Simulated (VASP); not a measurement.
# C (R-3m) in VASP: settings compared, part 2 of 2

VASP 6.6.1. Earlier steps stand in the parts before.

### Step 3. Single point, PBE+D3(BJ)

The input, INCAR:

```
  PREC = Accurate
  ENCUT = 520
  EDIFF = 1E-6
  ISMEAR = -1
  SIGMA = 0.03
  LREAL = False
  LASPH = True
  NELM = 80
  ALGO = Normal
  ISIF = 2
  LWAVE = False
  LCHARG = False
  GGA = PE
  IVDW = 12
  NBANDS = 11
```

The input, KPOINTS:

```
regular mesh
0
Gamma
  17 17 17
```

The input, POSCAR:

```
C
1.0
    1.2280263465      0.7090013417      3.3470108394
   -1.2280263465      0.7090013417      3.3470108394
    0.0000000000     -1.4180026834      3.3470108394
C
2
Direct
    0.1640000000      0.1640000000      0.1640000000
    0.8360000000      0.8360000000      0.8360000000
```

Potentials or basis: VASP PAW PBE potentials, release 64 (C).

Run with:

```sh
$ cat potpaw_PBE.64/C/POTCAR > POTCAR
$ mpirun -np 1 vasp_std > vasp.out
```

OUTCAR:

```text
PREC = Accurate
   ENCUT = 520
   EDIFF = 1E-6
   ISMEAR = -1
   LREAL = False
   LASPH = True
   NELM = 80
   ISIF = 2
   GGA = PE
   IVDW = 12
 IVDW          = 12

 ion  position               nearest neighbor table
   1  0.164  0.164  0.164-   2 1.42   2 1.42   2 1.42
   2  0.836  0.836  0.836-   1 1.42   1 1.42   1 1.42

  LATTYP: Found a trigonal (rhomboedric) cell.
 ALAT       =     3.6349983727
 COS(alpha) =     0.7717362630

  Lattice vectors:

 A1 = (   1.2280263465,   0.7090013417,   3.3470108394)
 A2 = (  -1.2280263465,   0.7090013417,   3.3470108394)
 A3 = (   0.0000000000,  -1.4180026834,   3.3470108394)

Analysis of symmetry for initial positions (statically):
=====================================================================
 Subroutine PRICEL returns:
 Original cell was already a primitive cell.

 Routine SETGRP: Setting up the symmetry group for a
 trigonal (rhombohedral) supercell.

 Subroutine GETGRP returns: Found 12 space group operations
 (whereof 12 operations were pure point group operations)
 out of a pool of 12 trial point group operations.

The static configuration has the point symmetry D_3d.

Analysis of symmetry for dynamics (positions and initial velocities):
=====================================================================
 Subroutine PRICEL returns:
 Original cell was already a primitive cell.

 Routine SETGRP: Setting up the symmetry group for a
 trigonal (rhombohedral) supercell.

 Subroutine GETGRP returns: Found 12 space group operations
 (whereof 12 operations were pure point group operations)
 out of a pool of 12 trial point group operations.

The dynamic configuration has the point symmetry D_3d.

 Subroutine INISYM returns: Found 12 space group operations
 (whereof 12 operations are pure point group operations),
 and found     1 'primitive' translations

----------------------------------------------------------------------------------------

                                     Primitive cell

  volume of cell :      17.4849

  direct lattice vectors                    reciprocal lattice vectors
     1.228026347  0.709001342  3.347010839     0.407157388  0.235072428  0.099591352
    -1.228026347  0.709001342  3.347010839    -0.407157388  0.235072428  0.099591352
     0.000000000 -1.418002683  3.347010839     0.000000000 -0.470144855  0.099591352

  length of vectors
     3.634998373  3.634998373  3.634998373     0.480577384  0.480577384  0.480577384

  position of ions in fractional coordinates (direct lattice)
     0.164000000  0.164000000  0.164000000
     0.836000000  0.836000000  0.836000000

  ion indices of the primitive-cell ions
   primitive index   ion index
                 1           1
                 2           2

----------------------------------------------------------------------------------------

 KPOINTS: regular mesh

Automatic generation of k-mesh.
 Grid dimensions read from file:
 generate k-points for:   17   17   17

 Generating k-lattice:

  Cartesian coordinates                     Fractional coordinates (reciprocal lattice)
     0.023950435  0.013827790  0.005858315     0.058823529  0.000000000  0.000000000
    -0.023950435  0.013827790  0.005858315     0.000000000  0.058823529  0.000000000
     0.000000000 -0.027655580  0.005858315     0.000000000  0.000000000  0.058823529

  Length of vectors
     0.028269258  0.028269258  0.028269258

  Shift w.r.t. Gamma in fractional coordinates (k-lattice)
     0.000000000  0.000000000  0.000000000

 Subroutine IBZKPT returns following result:
 ===========================================

 Found    489 irreducible k-points:

 Following reciprocal coordinates:
            Coordinates               Weight
  0.000000  0.000000  0.000000      1.000000
  0.058824  0.000000  0.000000      6.000000
  0.117647  0.000000  0.000000      6.000000
  0.176471 -0.000000  0.000000      6.000000
  0.235294  0.000000  0.000000      6.000000
  0.294118 -0.000000  0.000000      6.000000
[... 16 lines left out ...]
 -0.176471  0.058824  0.000000     12.000000
 -0.117647  0.058824 -0.000000     12.000000
 [... further k-points ...]
   k-points           NKPTS =    489   k-points in BZ     NKDIM =    489   number of bands    NBANDS=     11
   number of dos      NEDOS =    301   number of ions     NIONS =      2
   total plane-waves  NPLWV =  21952
   dimension x,y,z NGX =    28 NGY =   28 NGZ =   28
   dimension x,y,z NGXF=    56 NGYF=   56 NGZF=   56
   ions per type =               2
   NGX,Y,Z   is equivalent  to a cutoff of  12.81, 12.81, 12.81 a.u.
   NGXF,Y,Z  is equivalent  to a cutoff of  25.61, 25.61, 25.61 a.u.
 SYSTEM =  unknown system
   PREC   = accura    normal or accurate (medium, high low for compatibility)
   ISTART =      0    job   : 0-new  1-cont  2-samecut
   ICHARG =      2    charge: 1-file 2-atom 10-const
   ISPIN  =      1    spin polarized calculation?
   LNONCOLLINEAR =      F non collinear calculations
   LSORBIT =      F    spin-orbit coupling
   LASPH  =      T    aspherical Exc in radial PAW
   ENCUT  =  520.0 eV  38.22 Ry    6.18 a.u.   6.76  6.76  6.76*2*pi/ulx,y,z
   NELM   =     80;   NELMIN=  2; NELMDL= -5     # of ELM steps
   EDIFF  = 0.1E-05   stopping-criterion for ELM
   LREAL  =      F    real-space projection
   EDIFFG = 0.1E-04   stopping-criterion for IOM
   NSW    =      0    number of steps for IOM
   IBRION =     -1    ionic relax: 0-MD 1-quasi-New 2-CG
   NFREE  =      0    steps in history (QN), initial steepest desc. (CG)
   ISIF   =      2    stress and relaxation
   ISYM   =      2    0-nonsym 1-usesym 2-fastsym
   POTIM  = 0.5000    time-step for ionic-motion
   TEBEG  =    0.0;   TEEND  =   0.0 temperature during run
   PSTRESS=    0.0 pullay stress
   NELECT =       8.0000    total number of electrons
   NUPDOWN=      -1.0000    fix difference up-down
   EMIN   =  10.00;   EMAX   =-10.00  energy-range for DOS
   EFERMI =   0.00;   METHOD = LEGACY
   ISMEAR =    -1;   SIGMA  =   0.03  broadening in eV -4-tet -1-fermi 0-gaus
   EFERMI_NEDOS =   21; number of points for ismear=-14 and -15
   IALGO  =     38    algorithm
   IMIX   =      4    mixing-type and parameters
     AMIX     =   0.40;   BMIX     =  1.00
     AMIX_MAG =   1.60;   BMIX_MAG =  1.00
  volume/ion in A,a.u.               =       8.74        59.00
  Fermi-wavevector in a.u.,A,eV,Ry     =   1.261490  2.383870 21.651724  1.591357
  Thomas-Fermi vector in A             =   2.394946
   LORBIT       =      0    0 simple, 1 ext, 2 COOP (PROOUT), +10 PAW based schemes
   GGA     = PE    functional components
   LHFCALC =     F    Hartree Fock is set to
   AEXX    =    0.0000 exact exchange contribution
   IVDW    =    12    specifies the selected vdW correction
   LEPSILON=     F    determine dielectric tensor
   LRPA    =     F    only Hartree local field effects (RPA)
 non-spin polarized calculation
  energy-cutoff  :      520.00
  volume of cell :       17.48
 maximum number of plane-waves:       484
   NGX = 13   NGY = 13   NGZ = 13

 number of electron       8.0000000 magnetization

 Free energy of the ion-electron system (eV)
  ---------------------------------------------------
  ext. energy  EPLUGINS =         0.00000000
  ---------------------------------------------------
  free energy    TOTEN  =       -18.39610658 eV

  energy without entropy =      -18.39610316  energy(sigma->0) =      -18.39610487

 E-fermi :   4.8161     XC(G=0): -10.3651

 val. band max:        4.6216076631   @ k =  -0.1765   0.4706   0.1176
 cond. band min:       5.0107983795   @ k =  -0.1765   0.4706   0.1176
 fundamental gap:      0.3891907164
 Fermi energy:         4.8161035926

 k-point     1 :       0.0000    0.0000    0.0000
  band No.  band energies     occupation
      1     -14.9704      2.00000
      2      -1.8333      2.00000
      3       1.7963      2.00000
      4       1.7963      2.00000
      5       8.9558      0.00000
      6      13.2019      0.00000
      7      13.2019      0.00000
      8      16.2966      0.00000
      9      17.6565      0.00000
     10      27.6329      0.00000
     11      30.6941      0.00000
[... 309 lines left out ...]
 k-point    24 :      -0.1176    0.0588   -0.0000
  band No.  band energies     occupation
      1     -14.3884      2.00000
      2      -1.1903      2.00000
      3      -0.1567      2.00000
      4       0.6670      2.00000
      5       9.6518      0.00000
      6      13.5016      0.00000
      7      14.4699      0.00000
      8      15.1473      0.00000
      9      18.8375      0.00000
     10      26.5378      0.00000
     11      29.2361      0.00000

 [... further k-points ...]

------------------------ aborting loop because EDIFF is reached ----------------------------------------

 Edisp (eV)   -0.31379

 E8    (eV) :    -0.0889

  FORCE on cell =-STRESS in cart. coord.  units (eV):
  Direction    XX          YY          ZZ          XY          YZ          ZX
  --------------------------------------------------------------------------------------
  -------------------------------------------------------------------------------------
  Total       0.60438     0.60438    -0.04167     0.00000     0.00000    -0.00000
  in kB      55.38035    55.38035    -3.81818     0.00000     0.00000    -0.00000
  external pressure =       35.65 kB  Pullay stress =        0.00 kB

 VOLUME and BASIS-vectors are now :
 -----------------------------------------------------------------------------
  energy-cutoff  :      520.00
  volume of cell :       17.48
      direct lattice vectors                 reciprocal lattice vectors
     1.228026347  0.709001342  3.347010839     0.407157388  0.235072428  0.099591352
    -1.228026347  0.709001342  3.347010839    -0.407157388  0.235072428  0.099591352
     0.000000000 -1.418002683  3.347010839     0.000000000 -0.470144855  0.099591352

 POSITION                                       TOTAL-FORCE (eV/Angst)
 -----------------------------------------------------------------------------------
      0.00000      0.00000      1.64673         0.000000      0.000000      0.867761
      0.00000      0.00000      8.39430         0.000000     -0.000000     -0.867761
 -----------------------------------------------------------------------------------
    total drift:                                0.000000     -0.000000      0.000000

  FREE ENERGIE OF THE ION-ELECTRON SYSTEM (eV)
  ---------------------------------------------------
  free  energy   TOTEN  =       -18.7098922840 eV

  energy  without entropy=      -18.7098888643  energy(sigma->0) =      -18.70989057
```

stdout:

```text
POSCAR found type information on POSCAR C
 POSCAR found :  1 types and       2 ions
 scaLAPACK will be used
 LDA part: xc-table for (Slater+PW92), standard interpolation
 POSCAR, INCAR and KPOINTS ok, starting setup
 FFT: planning ... GRIDC
 FFT: planning ... GRID_SOFT
 FFT: planning ... GRID
 WAVECAR not read
 entering main loop
```

It took 1.8 min on 1 thread of Intel Xeon Platinum 8375C at 2.90GHz (Ice Lake), shared host; peak memory 0.22 GiB.

What came out:

- Free energy: -18.7099 eV
- Pressure: 3.6 GPa
- Largest force: 0.868 eV/Å
- Dispersion energy per atom: -0.157 eV

Forces in eV/Å, atoms in the order of the input:
```
C    0.000  0.000  0.868
C    0.000  0.000 -0.868
```

Caveat: the stress differs along the axes, from -0 to 6 GPa.
